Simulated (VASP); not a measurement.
# Fe2O3 (R-3c) in VASP: relaxation of cell and atoms with PBE

Aim: the relaxation of cell and atoms of Fe2O3 with PBE.

Everything below comes from runs of VASP 6.6.1. Logs are shortened: lines on timing, memory, paths and dates and some standing lists are left out, and cuts for length are marked.

### 1 The cell of the first run

The structure is trigonal, space group R-3c (No. 167). Conventional cell: a = 4.773 Å, b = 4.773 Å, c = 13.304 Å, α = 90.00°, β = 90.00°, γ = 120.00°. Fe (site symmetry 3) has 6 O at 1.89 to 1.96 Å and 1 Fe at 2.54 Å within 2.6 Å. O (site symmetry 2) has 4 Fe at 1.89 to 1.96 Å and 12 O at 2.59 to 2.84 Å within 2.9 Å.

### 2 Relaxation of cell and atoms, PBE, collinear spin, ferromagnetic start

INCAR reads:

```
PREC = Accurate ; ENCUT = 600
EDIFF = 1E-7 ; ISMEAR = 0
SIGMA = 0.05 ; LREAL = False
LASPH = True ; NELM = 200
ALGO = Normal ; ISIF = 3
LWAVE = False ; LCHARG = False
ISPIN = 2 ; MAGMOM = 0.95 0.95 0.95 0.95 0 0 0 0 0 0
LORBIT = 11 ; LMAXMIX = 4
GGA = PE ; IBRION = 2
NSW = 50 ; EDIFFG = -0.01
GGA_COMPAT = False ; NELMIN = 4
KPAR = 4
```

KPOINTS reads:

```
Automatic mesh
0
Gamma
  6 6 6
```

POSCAR reads:

```
Fe2O3
1.0
    2.3865028408      1.3778480576      4.4345385515
   -2.3865028408      1.3778480576      4.4345385515
    0.0000000000     -2.7556961151      4.4345385515
Fe O
4 6
Direct
    0.3454541928      0.3454541928      0.3454541928
    0.1545458072      0.1545458072      0.1545458072
    0.6545458072      0.6545458072      0.6545458072
    0.8454541928      0.8454541928      0.8454541928
    0.5632180984      0.9367819016      0.2500000000
    0.2500000000      0.5632180984      0.9367819016
    0.9367819016      0.2500000000      0.5632180984
    0.4367819016      0.0632180984      0.7500000000
    0.7500000000      0.4367819016      0.0632180984
    0.0632180984      0.7500000000      0.4367819016
```

Potentials or basis: VASP PAW PBE potentials, release 64 (Fe, O).

On the command line:

```console
$ cat potpaw_PBE.64/Fe/POTCAR potpaw_PBE.64/O/POTCAR > POTCAR
$ mpirun -np 4 vasp_std > vasp.out
```

OUTCAR:

```text
PREC = Accurate
   ENCUT = 600
   EDIFF = 1E-7
   ISMEAR = 0
   LREAL = False
   LASPH = True
   NELM = 200
   ISIF = 3
   ISPIN = 2
   LORBIT = 11
   GGA = PE
   IBRION = 2
   NSW = 50
   EDIFFG = -0.01
   NELMIN = 4

 ion  position               nearest neighbor table
   1  0.345  0.345  0.345-  10 1.89   8 1.89   9 1.89   6 1.96   5 1.96   7 1.96   2 2.54   3 2.77
                             3 2.77   3 2.77
   2  0.155  0.155  0.155-   9 1.89   8 1.89  10 1.89   7 1.96   5 1.96   6 1.96   1 2.54   4 2.77
                             4 2.77   4 2.77
   3  0.655  0.655  0.655-   7 1.89   5 1.89   6 1.89   9 1.96   8 1.96  10 1.96   4 2.54   1 2.77
                             1 2.77   1 2.77
   4  0.845  0.845  0.845-   6 1.89   5 1.89   7 1.89  10 1.96   8 1.96   9 1.96   3 2.54   2 2.77
                             2 2.77   2 2.77
   5  0.563  0.937  0.250-   3 1.89   4 1.89   1 1.96   2 1.96
   6  0.250  0.563  0.937-   4 1.89   3 1.89   1 1.96   2 1.96
   7  0.937  0.250  0.563-   3 1.89   4 1.89   2 1.96   1 1.96
   8  0.437  0.063  0.750-   1 1.89   2 1.89   3 1.96   4 1.96
   9  0.750  0.437  0.063-   2 1.89   1 1.89   3 1.96   4 1.96
  10  0.063  0.750  0.437-   1 1.89   2 1.89   4 1.96   3 1.96

  LATTYP: Found a trigonal (rhomboedric) cell.
 ALAT       =     5.2210145799
 COS(alpha) =     0.5821272078

  Lattice vectors:

 A1 = (   2.3865028408,   1.3778480576,   4.4345385515)
 A2 = (  -2.3865028408,   1.3778480576,   4.4345385515)
 A3 = (   0.0000000000,  -2.7556961151,   4.4345385515)

Analysis of symmetry for initial positions (statically):
=====================================================================
 Subroutine PRICEL returns:
 Original cell was already a primitive cell.

 Routine SETGRP: Setting up the symmetry group for a
 trigonal (rhombohedral) supercell.

 Subroutine GETGRP returns: Found 12 space group operations
 (whereof  6 operations were pure point group operations)
 out of a pool of 12 trial point group operations.

The static configuration has the point symmetry S_6 .
 The point group associated with its full space group is D_3d.

Analysis of symmetry for dynamics (positions and initial velocities):
=====================================================================
 Subroutine PRICEL returns:
 Original cell was already a primitive cell.

 Routine SETGRP: Setting up the symmetry group for a
 trigonal (rhombohedral) supercell.

 Subroutine GETGRP returns: Found 12 space group operations
 (whereof  6 operations were pure point group operations)
 out of a pool of 12 trial point group operations.

The dynamic configuration has the point symmetry S_6 .
 The point group associated with its full space group is D_3d.

Analysis of structural, dynamic, and magnetic symmetry:
=====================================================================
 Subroutine PRICEL returns:
 Original cell was already a primitive cell.

 Routine SETGRP: Setting up the symmetry group for a
 trigonal (rhombohedral) supercell.

 Subroutine GETGRP returns: Found 12 space group operations
 (whereof  6 operations were pure point group operations)
 out of a pool of 12 trial point group operations.

The overall configuration has the point symmetry S_6 .
 The point group associated with its full space group is D_3d.

 Subroutine INISYM returns: Found 12 space group operations
 (whereof  6 operations are pure point group operations),
 and found     1 'primitive' translations

----------------------------------------------------------------------------------------

                                     Primitive cell

  volume of cell :      87.4909

  direct lattice vectors                    reciprocal lattice vectors
     2.386502841  1.377848058  4.434538552     0.209511588  0.120961572  0.075167535
    -2.386502841  1.377848058  4.434538552    -0.209511588  0.120961572  0.075167535
     0.000000000 -2.755696115  4.434538552     0.000000000 -0.241923143  0.075167535

  length of vectors
     5.221014580  5.221014580  5.221014580     0.253331731  0.253331731  0.253331731

  position of ions in fractional coordinates (direct lattice)
     0.345454193  0.345454193  0.345454193
     0.154545807  0.154545807  0.154545807
     0.654545807  0.654545807  0.654545807
     0.845454193  0.845454193  0.845454193
     0.563218098  0.936781902  0.250000000
     0.250000000  0.563218098  0.936781902
     0.936781902  0.250000000  0.563218098
     0.436781902  0.063218098  0.750000000
     0.750000000  0.436781902  0.063218098
     0.063218098  0.750000000  0.436781902

  ion indices of the primitive-cell ions
   primitive index   ion index
                 1           1
                 2           2
                 3           3
                 4           4
                 5           5
                 6           6
                 7           7
                 8           8
                 9           9
                10          10

----------------------------------------------------------------------------------------

 KPOINTS: Automatic mesh

Automatic generation of k-mesh.
 Grid dimensions read from file:
 generate k-points for:    6    6    6

 Generating k-lattice:

  Cartesian coordinates                     Fractional coordinates (reciprocal lattice)
     0.034918598  0.020160262  0.012527923     0.166666667  0.000000000  0.000000000
    -0.034918598  0.020160262  0.012527923     0.000000000  0.166666667  0.000000000
     0.000000000 -0.040320524  0.012527923     0.000000000  0.000000000  0.166666667

  Length of vectors
     0.042221955  0.042221955  0.042221955

  Shift w.r.t. Gamma in fractional coordinates (k-lattice)
     0.000000000  0.000000000  0.000000000

 Subroutine IBZKPT returns following result:
 ===========================================

 Found     32 irreducible k-points:

 Following reciprocal coordinates:
            Coordinates               Weight
  0.000000  0.000000  0.000000      1.000000
  0.166667 -0.000000 -0.000000      6.000000
  0.333333 -0.000000 -0.000000      6.000000
  0.500000 -0.000000 -0.000000      3.000000
  0.166667  0.166667 -0.000000      6.000000
  0.333333  0.166667 -0.000000     12.000000
[... 16 lines left out ...]
  0.500000  0.500000  0.166667      6.000000
 -0.333333  0.500000  0.166667     12.000000
 [... further k-points ...]
   k-points           NKPTS =     32   k-points in BZ     NKDIM =     32   number of bands    NBANDS=     42
   number of dos      NEDOS =    301   number of ions     NIONS =     10
   total plane-waves  NPLWV =  74088
   dimension x,y,z NGX =    42 NGY =   42 NGZ =   42
   dimension x,y,z NGXF=    84 NGYF=   84 NGZF=   84
   ions per type =               4   6
   NGX,Y,Z   is equivalent  to a cutoff of  13.37, 13.37, 13.37 a.u.
   NGXF,Y,Z  is equivalent  to a cutoff of  26.75, 26.75, 26.75 a.u.
 SYSTEM =  unknown system
   PREC   = accura    normal or accurate (medium, high low for compatibility)
   ISTART =      0    job   : 0-new  1-cont  2-samecut
   ICHARG =      2    charge: 1-file 2-atom 10-const
   ISPIN  =      2    spin polarized calculation?
   LNONCOLLINEAR =      F non collinear calculations
   LSORBIT =      F    spin-orbit coupling
   LASPH  =      T    aspherical Exc in radial PAW
   ENCUT  =  600.0 eV  44.10 Ry    6.64 a.u.  10.43 10.43 10.43*2*pi/ulx,y,z
   NELM   =    200;   NELMIN=  4; NELMDL= -5     # of ELM steps
   EDIFF  = 0.1E-06   stopping-criterion for ELM
   LREAL  =      F    real-space projection
   EDIFFG = -.1E-01   stopping-criterion for IOM
   NSW    =     50    number of steps for IOM
   IBRION =      2    ionic relax: 0-MD 1-quasi-New 2-CG
   NFREE  =      1    steps in history (QN), initial steepest desc. (CG)
   ISIF   =      3    stress and relaxation
   ISYM   =      2    0-nonsym 1-usesym 2-fastsym
   POTIM  = 0.5000    time-step for ionic-motion
   TEBEG  =    0.0;   TEEND  =   0.0 temperature during run
   PSTRESS=    0.0 pullay stress
   NELECT =      68.0000    total number of electrons
   NUPDOWN=      -1.0000    fix difference up-down
   EMIN   =  10.00;   EMAX   =-10.00  energy-range for DOS
   EFERMI =   0.00;   METHOD = LEGACY
   ISMEAR =     0;   SIGMA  =   0.05  broadening in eV -4-tet -1-fermi 0-gaus
   EFERMI_NEDOS =   21; number of points for ismear=-14 and -15
   IALGO  =     38    algorithm
   IMIX   =      4    mixing-type and parameters
     AMIX     =   0.40;   BMIX     =  1.00
     AMIX_MAG =   1.60;   BMIX_MAG =  1.00
  volume/ion in A,a.u.               =       8.75        59.04
  Fermi-wavevector in a.u.,A,eV,Ry     =   1.505186  2.844389 30.825150  2.265585
  Thomas-Fermi vector in A             =   2.616068
   LORBIT       =     11    0 simple, 1 ext, 2 COOP (PROOUT), +10 PAW based schemes
   GGA     = PE    functional components
   LHFCALC =     F    Hartree Fock is set to
   AEXX    =    0.0000 exact exchange contribution
   IVDW    =     0    specifies the selected vdW correction
   LEPSILON=     F    determine dielectric tensor
   LRPA    =     F    only Hartree local field effects (RPA)
 conjugate gradient relaxation of ions
 spin polarized calculation
 Gauss-broadening in eV      SIGMA  =   0.05
  energy-cutoff  :      600.00
  volume of cell :       87.49
 maximum number of plane-waves:      2951
 NGX is ok and might be reduce to    42
   NGX = 21   NGY = 21   NGZ = 21

--------------------------------------- Ionic step        1  -------------------------------------------

 number of electron      68.0000004 magnetization       4.0002078

 Free energy of the ion-electron system (eV)
  ---------------------------------------------------
  ext. energy  EPLUGINS =         0.00000000
  ---------------------------------------------------
  free energy    TOTEN  =       -74.63344130 eV

  energy without entropy =      -74.61901756  energy(sigma->0) =      -74.62622943

------------------------ aborting loop because EDIFF is reached ----------------------------------------

  FORCE on cell =-STRESS in cart. coord.  units (eV):
  Direction    XX          YY          ZZ          XY          YZ          ZX
  --------------------------------------------------------------------------------------
  -------------------------------------------------------------------------------------
  Total        0.7366405      0.7366405      0.7171777      0.0000000      0.0000000     -0.0000000
  in kB       13.4897284     13.4897284     13.1333162      0.0000000      0.0000000     -0.0000000
  external PRESSURE =      13.3709244 kB  Pullay stress =       0.0000000 kB
[... 161 lines left out ...]
  energy  without entropy=      -74.6207870249  energy(sigma->0) =      -74.62805208

--------------------------------------- Ionic step        5  -------------------------------------------

 number of electron      68.0000006 magnetization       4.0000002

 Free energy of the ion-electron system (eV)
  ---------------------------------------------------
  ext. energy  EPLUGINS =         0.00000000
  ---------------------------------------------------
  free energy    TOTEN  =       -74.63537053 eV

  energy without entropy =      -74.62081527  energy(sigma->0) =      -74.62809290

 E-fermi :   5.5273     XC(G=0): -12.4041

 val. band max:        5.5271399719   @ k =   0.5000   0.5000   0.1667
 cond. band min:       5.5364519418   @ k =  -0.3333   0.3333   0.1667
 fundamental gap:      0.0093119699
 Fermi energy:         5.5273289059

 spin component 1

 k-point     1 :       0.0000    0.0000    0.0000
  band No.  band energies     occupation
      1     -15.5843      1.00000
      2     -13.7157      1.00000
      3     -13.6866      1.00000
      4     -13.6866      1.00000
      5     -13.5438      1.00000
      6     -13.5438      1.00000
[... 1069 lines left out ...]
     41       6.9644      0.00000
     42       7.4134      0.00000

 [... further k-points ...]

 spin component 2

 k-point     1 :       0.0000    0.0000    0.0000
  band No.  band energies     occupation
      1     -15.5218      1.00000
      2     -13.6574      1.00000
      3     -13.6235      1.00000
      4     -13.6235      1.00000
      5     -13.4835      1.00000
      6     -13.4835      1.00000
[... 1108 lines left out ...]
  FREE ENERGIE OF THE ION-ELECTRON SYSTEM (eV)
  ---------------------------------------------------
  free  energy   TOTEN  =       -74.6353705332 eV

  energy  without entropy=      -74.6208152668  energy(sigma->0) =      -74.62809290

 reached required accuracy - stopping structural energy minimisation

 total charge

# of ion       s       p       d       tot
------------------------------------------
    1        0.407   0.647   6.299   7.353
    2        0.407   0.647   6.299   7.353
    3        0.407   0.647   6.299   7.353
    4        0.407   0.647   6.299   7.353
    5        1.558   3.451   0.000   5.009
    6        1.558   3.451   0.000   5.009
    7        1.558   3.451   0.000   5.009
    8        1.558   3.451   0.000   5.009
    9        1.558   3.451   0.000   5.009
   10        1.558   3.451   0.000   5.009
--------------------------------------------------
tot         10.975  23.294  25.196  59.465

 magnetization (x)

# of ion       s       p       d       tot
------------------------------------------
    1        0.007   0.010   0.928   0.944
    2        0.007   0.010   0.928   0.944
    3        0.007   0.010   0.928   0.944
    4        0.007   0.010   0.928   0.944
    5        0.000   0.028   0.000   0.028
    6        0.000   0.028   0.000   0.028
    7        0.000   0.028   0.000   0.028
    8        0.000   0.028   0.000   0.028
    9        0.000   0.028   0.000   0.028
   10        0.000   0.028   0.000   0.028
--------------------------------------------------
tot          0.028   0.204   3.710   3.941
```

Run time: 7.4 min. Hardware: 4 MPI ranks of Oxide Virtual Turin-like, shared host; peak memory 0.43 GiB.

What came out:

| Item | Value |
| --- | --- |
| Free energy | -74.6354 eV |
| Relaxed volume | 8.79 Å³/atom |
| Relaxed cell | a = 5.229 Å, b = 5.229 Å, c = 5.229 Å, α = 54.41°, β = 54.41°, γ = 54.41° |
| Space group after relaxing (to 0.1 Å) | R-3c (No. 167) |
| Energy gained by relaxing | 0.2 meV/atom |
| Ionic steps | 5 |
| Pressure after relaxing | 0.0 GPa |
| Largest force after relaxing | 0.007 eV/Å |
| Band gap on the k mesh | zero (filled and empty bands overlap) |
| Net moment | 4.00 μB per cell |
| Site moments | Fe +0.94; O +0.03 μB |
| Valence electrons inside the program's atomic spheres | Fe 7.35; O 5.01 |

Forces in eV/Å, atoms in the order of the input:
```
Fe   0.000  0.000  0.007
Fe   0.000  0.000 -0.007
Fe   0.000  0.000 -0.007
Fe   0.000  0.000  0.007
O   -0.005  0.000  0.000
O    0.003 -0.004  0.000
O    0.003  0.004  0.000
O    0.005  0.000  0.000
O   -0.003  0.004  0.000
O   -0.003 -0.004  0.000
```

Stress tensor (GPa, compression positive):
```
 0.00  0.00  0.00
 0.00  0.00  0.00
 0.00  0.00 -0.08
```

Step by step:
```
step  energy change (eV)  largest force (eV/Å)  pressure (GPa)  volume (Å³)
   1              0.0000                0.0417            1.34        87.49
   2              0.0005                0.0375           -1.51        88.42
   3             -0.0019                0.0171           -0.01        87.92
   4             -0.0019                0.0167           -0.03        87.93
   5             -0.0019                0.0066           -0.03        87.93
```

Final structure:
```
CELL_PARAMETERS angstrom
2.39067 1.38025 4.44122
-2.39067 1.38025 4.44122
0.00000 -2.76051 4.44122
ATOMIC_POSITIONS crystal
Fe 0.34558 0.34558 0.34558
Fe 0.15442 0.15442 0.15442
Fe 0.65442 0.65442 0.65442
Fe 0.84558 0.84558 0.84558
O 0.56325 0.93675 0.25000
O 0.25000 0.56325 0.93675
O 0.93675 0.25000 0.56325
O 0.43675 0.06325 0.75000
O 0.75000 0.43675 0.06325
O 0.06325 0.75000 0.43675
```

Caveat: semilocal functionals often make such compounds metallic where correlation or magnetic order opens a gap, which also shifts bond lengths; the run started ferromagnetic, and an antiferromagnetic order may lie lower in energy.
